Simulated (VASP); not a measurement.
A run of VASP 6.6.1 is set up as follows.

Contents of INCAR:

```
ALGO = Normal
DIPOL = 0.5 0.5 0.500
EDIFF = 1E-6
ENCUT = 520
GGA = PE
IDIPOL = 3
ISIF = 2
ISMEAR = 0
IVDW = 12
LASPH = T
LCHARG = F
LDIPOL = T
LREAL = F
LWAVE = F
NBANDS = 21
NELM = 100
PREC = Accurate
SIGMA = 0.1
```

File KPOINTS:

```
k-points
0
Gamma
  12 12 1
```

POSCAR

```
Ge
1.0
    4.2240000000      0.0000000000      0.0000000000
   -2.1120000000      3.6580913056      0.0000000000
    0.0000000000      0.0000000000     28.0000000000
Ge
2
Direct
    0.3333333333      0.6666666667      0.5183214286
    0.6666666667      0.3333333333      0.4816785714
```

Potentials or basis: VASP PAW PBE potentials, release 64 (Ge_d).

The run is started by

```bash
$ cat potpaw_PBE.64/Ge_d/POTCAR > POTCAR
$ mpirun -np 1 vasp_std > vasp.out
```

Problem. Estimate the band gap on the k mesh.

Solution. Zero (bands 14 and 15 overlap by 0.40 eV).

Problem. What does it give for the dispersion energy per atom?

Solution. -0.146 eV.

Problem. What does it give for the largest force?

Solution. 1.447 eV/Å.

Forces on the atoms (eV/Å):
```
Ge   0.000  0.000 -1.447
Ge   0.000  0.000  1.447
```
